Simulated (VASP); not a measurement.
# SnO2 (P6_3/mmc) in VASP: notebook

Runs on SnO2. Level: PBE+D3(BJ). Tasks: single point.

Everything below comes from runs of VASP 6.6.1. Logs are shortened: lines on timing, memory, paths and dates and some standing lists are left out, and cuts for length are marked.

**1. The cell of the first run**

Symmetry: P6_3/mmc, No. 194, hexagonal system. Conventional cell: a = 3.390 Å, b = 3.390 Å, c = 9.281 Å, α = 90.00°, β = 90.00°, γ = 120.00°. Sn (site symmetry -3m) has 6 O at 2.16 Å within 2.9 Å. Within 2.9 Å of O (site symmetry 3m) lie 3 Sn at 2.16 Å and 4 O at 2.67 to 2.82 Å.

**2. Single point, PBE+D3(BJ)**

The input, INCAR:

```
SYSTEM = SnO2
ALGO = Normal
EDIFF = 1E-6
ENCUT = 520
GGA = PE
ISIF = 2
ISMEAR = 0
IVDW = 12
LASPH = .TRUE.
LCHARG = .FALSE.
LREAL = .FALSE.
LWAVE = .FALSE.
NBANDS = 35
NELM = 60
PREC = Accurate
SIGMA = 0.05
```

The input, KPOINTS:

```
k-points
0
G
  12 12 4
  0 0 0
```

The input, POSCAR:

```
SnO2
1.0
    3.3903493636      0.0000000000      0.0000000000
   -1.6951746819      2.9361286766      0.0000000000
    0.0000000000      0.0000000000      9.2807319888
Sn O
2 4
Direct
    0.0000000000      0.0000000000      0.5000000000
    0.0000000000      0.0000000000      0.0000000000
    0.6666666667      0.3333333333      0.4018666787
    0.6666666667      0.3333333333      0.0981333213
    0.3333333333      0.6666666667      0.5981333213
    0.3333333333      0.6666666667      0.9018666787
```

Potentials or basis: VASP PAW PBE potentials, release 64 (Sn_d, O).

Started as:

```sh
> cat potpaw_PBE.64/Sn_d/POTCAR potpaw_PBE.64/O/POTCAR > POTCAR
> mpirun -np 1 vasp_std > vasp.out
```

OUTCAR:

```text
SYSTEM = SnO2
   EDIFF = 1E-6
   ENCUT = 520
   GGA = PE
   ISIF = 2
   ISMEAR = 0
   IVDW = 12
   LASPH = .TRUE.
   LREAL = .FALSE.
   NELM = 60
   PREC = Accurate
 IVDW          = 12

 ion  position               nearest neighbor table
   1  0.000  0.000  0.500-   3 2.16   5 2.16   3 2.16   5 2.16   3 2.16   5 2.16
   2  0.000  0.000  0.000-   4 2.16   6 2.16   4 2.16   6 2.16   4 2.16   6 2.16
   3  0.667  0.333  0.402-   1 2.16   1 2.16   1 2.16
   4  0.667  0.333  0.098-   2 2.16   2 2.16   2 2.16
   5  0.333  0.667  0.598-   1 2.16   1 2.16   1 2.16
   6  0.333  0.667  0.902-   2 2.16   2 2.16   2 2.16

  LATTYP: Found a hexagonal cell.
 ALAT       =     3.3903493636
 C/A-ratio  =     2.7373969445

  Lattice vectors:

 A1 = (   3.3903493636,   0.0000000000,   0.0000000000)
 A2 = (  -1.6951746819,   2.9361286766,   0.0000000000)
 A3 = (   0.0000000000,   0.0000000000,   9.2807319888)

Analysis of symmetry for initial positions (statically):
=====================================================================
 Subroutine PRICEL returns:
 Original cell was already a primitive cell.

 Routine SETGRP: Setting up the symmetry group for a
 hexagonal supercell.

 Subroutine GETGRP returns: Found 24 space group operations
 (whereof 12 operations were pure point group operations)
 out of a pool of 24 trial point group operations.

The static configuration has the point symmetry D_3d.
 The point group associated with its full space group is D_6h.

Analysis of symmetry for dynamics (positions and initial velocities):
=====================================================================
 Subroutine PRICEL returns:
 Original cell was already a primitive cell.

 Routine SETGRP: Setting up the symmetry group for a
 hexagonal supercell.

 Subroutine GETGRP returns: Found 24 space group operations
 (whereof 12 operations were pure point group operations)
 out of a pool of 24 trial point group operations.

The dynamic configuration has the point symmetry D_3d.
 The point group associated with its full space group is D_6h.

 Subroutine INISYM returns: Found 24 space group operations
 (whereof 12 operations are pure point group operations),
 and found     1 'primitive' translations

----------------------------------------------------------------------------------------

                                     Primitive cell

  volume of cell :      92.3851

  direct lattice vectors                    reciprocal lattice vectors
     3.390349364  0.000000000  0.000000000     0.294954854  0.170292264  0.000000000
    -1.695174682  2.936128677  0.000000000     0.000000000  0.340584528  0.000000000
     0.000000000  0.000000000  9.280731989     0.000000000  0.000000000  0.107750122

  length of vectors
     3.390349364  3.390349364  9.280731989     0.340584528  0.340584528  0.107750122

  position of ions in fractional coordinates (direct lattice)
     0.000000000  0.000000000  0.500000000
     0.000000000  0.000000000  0.000000000
     0.666666667  0.333333333  0.401866679
     0.666666667  0.333333333  0.098133321
     0.333333333  0.666666667  0.598133321
     0.333333333  0.666666667  0.901866679

  ion indices of the primitive-cell ions
   primitive index   ion index
                 1           1
                 2           2
                 3           3
                 4           4
                 5           5
                 6           6

----------------------------------------------------------------------------------------

 KPOINTS: k-points

Automatic generation of k-mesh.
 Grid dimensions read from file:
 generate k-points for:   12   12    4

 Generating k-lattice:

  Cartesian coordinates                     Fractional coordinates (reciprocal lattice)
     0.024579571  0.014191022  0.000000000     0.083333333  0.000000000  0.000000000
     0.000000000  0.028382044  0.000000000     0.000000000  0.083333333  0.000000000
     0.000000000  0.000000000  0.026937530     0.000000000  0.000000000  0.250000000

  Length of vectors
     0.028382044  0.028382044  0.026937530

  Shift w.r.t. Gamma in fractional coordinates (k-lattice)
     0.000000000  0.000000000  0.000000000

 Subroutine IBZKPT returns following result:
 ===========================================

 Found     57 irreducible k-points:

 Following reciprocal coordinates:
            Coordinates               Weight
  0.000000  0.000000  0.000000      1.000000
  0.083333  0.000000  0.000000      6.000000
  0.166667  0.000000  0.000000      6.000000
  0.250000  0.000000  0.000000      6.000000
  0.333333  0.000000  0.000000      6.000000
  0.416667 -0.000000  0.000000      6.000000
[... 16 lines left out ...]
  0.250000  0.000000  0.250000     12.000000
  0.333333  0.000000  0.250000     12.000000
 [... further k-points ...]
   k-points           NKPTS =     57   k-points in BZ     NKDIM =     57   number of bands    NBANDS=     35
   number of dos      NEDOS =    301   number of ions     NIONS =      6
   total plane-waves  NPLWV =  54880
   dimension x,y,z NGX =    28 NGY =   28 NGZ =   70
   dimension x,y,z NGXF=    56 NGYF=   56 NGZF=  140
   ions per type =               2   4
   NGX,Y,Z   is equivalent  to a cutoff of  13.73, 13.73, 12.54 a.u.
   NGXF,Y,Z  is equivalent  to a cutoff of  27.46, 27.46, 25.08 a.u.
 SYSTEM =  SnO2
   PREC   = accura    normal or accurate (medium, high low for compatibility)
   ISTART =      0    job   : 0-new  1-cont  2-samecut
   ICHARG =      2    charge: 1-file 2-atom 10-const
   ISPIN  =      1    spin polarized calculation?
   LNONCOLLINEAR =      F non collinear calculations
   LSORBIT =      F    spin-orbit coupling
   LASPH  =      T    aspherical Exc in radial PAW
   ENCUT  =  520.0 eV  38.22 Ry    6.18 a.u.   6.30  6.30 17.26*2*pi/ulx,y,z
   NELM   =     60;   NELMIN=  2; NELMDL= -5     # of ELM steps
   EDIFF  = 0.1E-05   stopping-criterion for ELM
   LREAL  =      F    real-space projection
   EDIFFG = 0.1E-04   stopping-criterion for IOM
   NSW    =      0    number of steps for IOM
   IBRION =     -1    ionic relax: 0-MD 1-quasi-New 2-CG
   NFREE  =      0    steps in history (QN), initial steepest desc. (CG)
   ISIF   =      2    stress and relaxation
   ISYM   =      2    0-nonsym 1-usesym 2-fastsym
   POTIM  = 0.5000    time-step for ionic-motion
   TEBEG  =    0.0;   TEEND  =   0.0 temperature during run
   PSTRESS=    0.0 pullay stress
   NELECT =      52.0000    total number of electrons
   NUPDOWN=      -1.0000    fix difference up-down
   EMIN   =  10.00;   EMAX   =-10.00  energy-range for DOS
   EFERMI =   0.00;   METHOD = LEGACY
   ISMEAR =     0;   SIGMA  =   0.05  broadening in eV -4-tet -1-fermi 0-gaus
   EFERMI_NEDOS =   21; number of points for ismear=-14 and -15
   IALGO  =     38    algorithm
   IMIX   =      4    mixing-type and parameters
     AMIX     =   0.40;   BMIX     =  1.00
     AMIX_MAG =   1.60;   BMIX_MAG =  1.00
  volume/ion in A,a.u.               =      15.40       103.91
  Fermi-wavevector in a.u.,A,eV,Ry     =   1.351685  2.554313 24.858540  1.827051
  Thomas-Fermi vector in A             =   2.479086
   LORBIT       =      0    0 simple, 1 ext, 2 COOP (PROOUT), +10 PAW based schemes
   GGA     = PE    functional components
   LHFCALC =     F    Hartree Fock is set to
   AEXX    =    0.0000 exact exchange contribution
   IVDW    =    12    specifies the selected vdW correction
   LEPSILON=     F    determine dielectric tensor
   LRPA    =     F    only Hartree local field effects (RPA)
 non-spin polarized calculation
 Gauss-broadening in eV      SIGMA  =   0.05
  energy-cutoff  :      520.00
  volume of cell :       92.39
 maximum number of plane-waves:      2508
 NGX is ok and might be reduce to    28

 number of electron      51.9999999 magnetization

 Free energy of the ion-electron system (eV)
  ---------------------------------------------------
  ext. energy  EPLUGINS =         0.00000000
  ---------------------------------------------------
  free energy    TOTEN  =       -35.72318686 eV

  energy without entropy =      -35.72318686  energy(sigma->0) =      -35.72318686

 E-fermi :   3.6732     XC(G=0):  -9.6694

 val. band max:        3.4092116782   @ k =   0.2500   0.2500   0.0000
 cond. band min:       4.0576650803   @ k =   0.0000   0.0000   0.0000
 fundamental gap:      0.6484534021
 Fermi energy:         3.6732406262

 k-point     1 :       0.0000    0.0000    0.0000
  band No.  band energies     occupation
      1     -17.2179      2.00000
      2     -17.2149      2.00000
      3     -16.9537      2.00000
      4     -16.9537      2.00000
      5     -16.9531      2.00000
      6     -16.9531      2.00000
[... 27 lines left out ...]
     34      13.1822      0.00000
     35      13.7048      0.00000

 k-point     2 :       0.0833    0.0000    0.0000
  band No.  band energies     occupation
      1     -17.1988      2.00000
      2     -17.1958      2.00000
      3     -16.9957      2.00000
      4     -16.9938      2.00000
      5     -16.9485      2.00000
      6     -16.9479      2.00000
[... 27 lines left out ...]
     34      13.3443      0.00000
     35      14.1391      0.00000

 k-point     3 :       0.1667    0.0000    0.0000
  band No.  band energies     occupation
      1     -17.1715      2.00000
      2     -17.1679      2.00000
      3     -17.0825      2.00000
      4     -17.0783      2.00000
      5     -16.9392      2.00000
      6     -16.9385      2.00000
[... 27 lines left out ...]
     34      13.7830      0.00000
     35      14.4506      0.00000
[... 723 lines left out ...]
 k-point    23 :       0.2500    0.0000    0.2500
  band No.  band energies     occupation
      1     -17.2768      2.00000
      2     -17.2714      2.00000
      3     -17.0525      2.00000
      4     -17.0503      2.00000
      5     -16.9350      2.00000
      6     -16.9344      2.00000
[... 27 lines left out ...]
     34      14.3459      0.00000
     35      14.5240      0.00000

 k-point    24 :       0.3333    0.0000    0.2500
  band No.  band energies     occupation
      1     -17.4080      2.00000
      2     -17.4008      2.00000
      3     -16.9995      2.00000
      4     -16.9974      2.00000
      5     -16.9365      2.00000
      6     -16.9358      2.00000
[... 27 lines left out ...]
     34      14.8415      0.00000
     35      14.9172      0.00000

 [... further k-points ...]

------------------------ aborting loop because EDIFF is reached ----------------------------------------

 Edisp (eV)   -0.99636

 E8    (eV) :    -0.3933

  FORCE on cell =-STRESS in cart. coord.  units (eV):
  Direction    XX          YY          ZZ          XY          YZ          ZX
  --------------------------------------------------------------------------------------
  -------------------------------------------------------------------------------------
  Total      -7.98207    -7.98207     2.67653     0.00000    -0.00000    -0.00000
  in kB    -138.42812  -138.42812    46.41746     0.00000    -0.00000    -0.00000
  external pressure =      -76.81 kB  Pullay stress =        0.00 kB

 VOLUME and BASIS-vectors are now :
 -----------------------------------------------------------------------------
  energy-cutoff  :      520.00
  volume of cell :       92.39
      direct lattice vectors                 reciprocal lattice vectors
     3.390349364  0.000000000  0.000000000     0.294954854  0.170292264  0.000000000
    -1.695174682  2.936128677  0.000000000     0.000000000  0.340584528  0.000000000
     0.000000000  0.000000000  9.280731989     0.000000000  0.000000000  0.107750122

 POSITION                                       TOTAL-FORCE (eV/Angst)
 -----------------------------------------------------------------------------------
      0.00000      0.00000      4.64037        -0.000000      0.000000      0.000000
      0.00000      0.00000      0.00000        -0.000000      0.000000      0.000000
      1.69517      0.97871      3.72962        -0.000000      0.000000     -0.135636
      1.69517      0.97871      0.91075         0.000000     -0.000000      0.135636
     -0.00000      1.95742      5.55112        -0.000000      0.000000      0.135636
     -0.00000      1.95742      8.36998        -0.000000      0.000000     -0.135636
 -----------------------------------------------------------------------------------
    total drift:                               -0.000000      0.000000      0.000000

  FREE ENERGIE OF THE ION-ELECTRON SYSTEM (eV)
  ---------------------------------------------------
  free  energy   TOTEN  =       -36.7195460415 eV

  energy  without entropy=      -36.7195460415  energy(sigma->0) =      -36.71954604
```

Wall time 2 min (1 thread of Intel Xeon Platinum 8488C (Sapphire Rapids), shared host); peak memory 0.32 GiB.

What came out:

| Item | Value |
| --- | --- |
| Free energy | -36.7195 eV |
| Pressure | -7.7 GPa |
| Largest force | 0.136 eV/Å |
| Band gap on the k mesh | 0.65 eV (least direct gap 1.08 eV) |
| Dispersion energy per atom | -0.166 eV |

Forces in eV/Å, atoms in the order of the input:
```
Sn   0.000  0.000  0.000
Sn   0.000  0.000  0.000
O    0.000  0.000 -0.136
O    0.000  0.000  0.136
O    0.000  0.000  0.136
O    0.000  0.000 -0.136
```

Stress tensor (GPa, compression positive):
```
-13.84   0.00   0.00
  0.00 -13.84   0.00
  0.00   0.00   4.64
```

Levels at points of the mesh, in eV from the valence-band top:
```tsv
k point	band 23	band 24	band 25	band 26	band 27	band 28	band 29	band 30
(0.00, 0.00, 0.00)	-1.67	-1.56	-1.56	-0.44	0.65	1.99	4.35	5.35
(0.50, 0.00, 0.00)	-1.02	-0.86	-0.85	-0.15	4.05	4.32	5.63	7.03
(0.00, 0.00, 0.50)	-1.60	-1.60	-1.19	-1.19	1.42	1.42	4.84	4.84
(0.50, 0.00, 0.50)	-0.93	-0.93	-0.46	-0.46	4.18	4.18	6.25	6.25
```

Caveat: the stress differs along the axes, from -14 to 5 GPa; semilocal functionals underestimate gaps, and a narrow one can read as zero; spin-orbit coupling is left out, which moves the levels of the heavy elements. A k mesh can miss the band edges.

**3. Single point, PBE+D3(BJ)**

This run uses another cell than the first one, of the same volume but with other edges.

The input, INCAR:

```
SYSTEM = SnO2
PREC     = Accurate       ! precision mode
ENCUT    = 520            ! plane-wave cutoff, eV
EDIFF    = 1E-6           ! SCF threshold, eV
ISMEAR   = 0              ! smearing method
SIGMA    = 0.05           ! smearing width, eV
LREAL    = .False.        ! projectors in reciprocal space
LASPH    = .True.         ! aspherical terms in the spheres
NELM     = 60             ! most SCF steps
ALGO     = Normal         ! electronic algorithm
ISIF     = 2              ! what is computed and relaxed
LWAVE    = .False.        ! write WAVECAR
LCHARG   = .False.        ! write CHGCAR
GGA      = PE             ! functional
IVDW     = 12             ! dispersion correction
NBANDS   = 35             ! bands
```

The input, KPOINTS:

```
Automatic mesh
0
Gamma
  12 12 4
  0 0 0
```

POSCAR, as its differences from that of step 2:

```diff
@@ -2,5 +2,5 @@
 1.0
-    3.3903493636      0.0000000000      0.0000000000
-   -1.6951746819      2.9361286766      0.0000000000
-    0.0000000000      0.0000000000      9.2807319888
+    3.0222033288      0.0000000000      0.0000000000
+   -1.5111016644      2.6173048581      0.0000000000
+    0.0000000000      0.0000000000     11.6794872817
 Sn O
```

Potentials or basis: VASP PAW PBE potentials, release 64 (Sn_d, O).

Started as:

```sh
> cat potpaw_PBE.64/Sn_d/POTCAR potpaw_PBE.64/O/POTCAR > POTCAR
> mpirun -np 1 vasp_std > vasp.out
```

Wall time 99 s (1 thread of Intel Xeon Platinum 8488C (Sapphire Rapids), shared host); peak memory 0.31 GiB.

The run converged. Its results:

| Quantity | Value |
| --- | --- |
| Free energy | -36.4267 eV |
| Pressure | 10.9 GPa |
| Largest force | 0.537 eV/Å |
| Band gap on the k mesh | 3.15 eV (least direct gap 3.31 eV) |
| Dispersion energy per atom | -0.166 eV |

Forces on the atoms (eV/Å):
```
Sn   0.000  0.000  0.000
Sn   0.000  0.000  0.000
O    0.000  0.000  0.537
O    0.000  0.000 -0.537
O    0.000  0.000 -0.537
O    0.000  0.000  0.537
```

Stress tensor (GPa, compression positive):
```
19.15  0.00  0.00
 0.00 19.15  0.00
 0.00  0.00 -5.73
```

Levels at points of the mesh, in eV from the valence-band top:
```csv
k point,band 24,band 25,band 26,band 27,band 28,band 29
"(0.00, 0.00, 0.00)",-0.17,-0.16,-0.16,3.15,3.70,6.37
"(0.50, 0.00, 0.00)",-0.20,-0.18,-0.03,5.96,6.09,7.17
"(0.00, 0.00, 0.50)",-0.16,-0.16,-0.16,3.43,3.43,6.47
"(0.50, 0.00, 0.50)",-0.19,-0.14,-0.14,6.03,6.03,7.32
```

Caveat: the stress differs along the axes, from -6 to 19 GPa; spin-orbit coupling is left out, which moves the levels of the heavy elements.

**4. Single point, PBE+D3(BJ)**

This run uses another cell than the first one, of the same volume but with other edges.

The input, INCAR:

```
PREC = Accurate ; ENCUT = 520
EDIFF = 1E-7 ; ISMEAR = 0
SIGMA = 0.05 ; LREAL = F
LASPH = T ; NELM = 100
ALGO = Normal ; ISIF = 2
LWAVE = F ; LCHARG = F
GGA = PE ; IVDW = 12
NBANDS = 35
```

The input, KPOINTS:

```
Automatic mesh
0
Gamma
  12 12 4
```

POSCAR, as its differences from that of step 3:

```diff
@@ -2,5 +2,5 @@
 1.0
-    3.0222033288      0.0000000000      0.0000000000
-   -1.5111016644      2.6173048581      0.0000000000
-    0.0000000000      0.0000000000     11.6794872817
+    3.3020842709      0.0000000000      0.0000000000
+   -1.6510421355      2.8596888641      0.0000000000
+    0.0000000000      0.0000000000      9.7835131320
 Sn O
```

Started as:

```sh
> cat potpaw_PBE.64/Sn_d/POTCAR potpaw_PBE.64/O/POTCAR > POTCAR
> mpirun -np 1 vasp_std > vasp.out
```

It took 2.4 min on 1 thread of Intel Xeon Platinum 8488C (Sapphire Rapids), shared host; peak memory 0.33 GiB.

It converged, with:

```
Free energy                : -37.1463 eV
Pressure                   : -3.9 GPa
Largest force              : 0.150 eV/Å
Band gap on the k mesh     : 1.37 eV (least direct gap 1.76 eV)
Dispersion energy per atom : -0.165 eV
```

Forces in eV/Å, atoms in the order of the input:
```
Sn   0.000  0.000  0.000
Sn   0.000  0.000  0.000
O    0.000  0.000 -0.150
O    0.000  0.000  0.150
O    0.000  0.000  0.150
O    0.000  0.000 -0.150
```

Stress tensor (GPa, compression positive):
```
-7.08  0.00  0.00
 0.00 -7.08  0.00
 0.00  0.00  2.39
```

Levels at points of the mesh, in eV from the valence-band top:
```tsv
k point	band 23	band 24	band 25	band 26	band 27	band 28	band 29	band 30
(0.00, 0.00, 0.00)	-1.32	-1.25	-1.25	-0.39	1.37	2.46	4.88	5.56
(0.50, 0.00, 0.00)	-0.86	-0.83	-0.72	-0.11	4.62	4.83	6.34	7.38
(0.00, 0.00, 0.50)	-1.28	-1.28	-0.96	-0.96	1.97	1.97	5.23	5.23
(0.50, 0.00, 0.50)	-0.77	-0.77	-0.40	-0.40	4.72	4.72	6.81	6.81
```

Caveat: the stress differs along the axes, from -7 to 2 GPa; spin-orbit coupling is left out, which moves the levels of the heavy elements. A k mesh can miss the band edges.

[end of part 1 of 2]
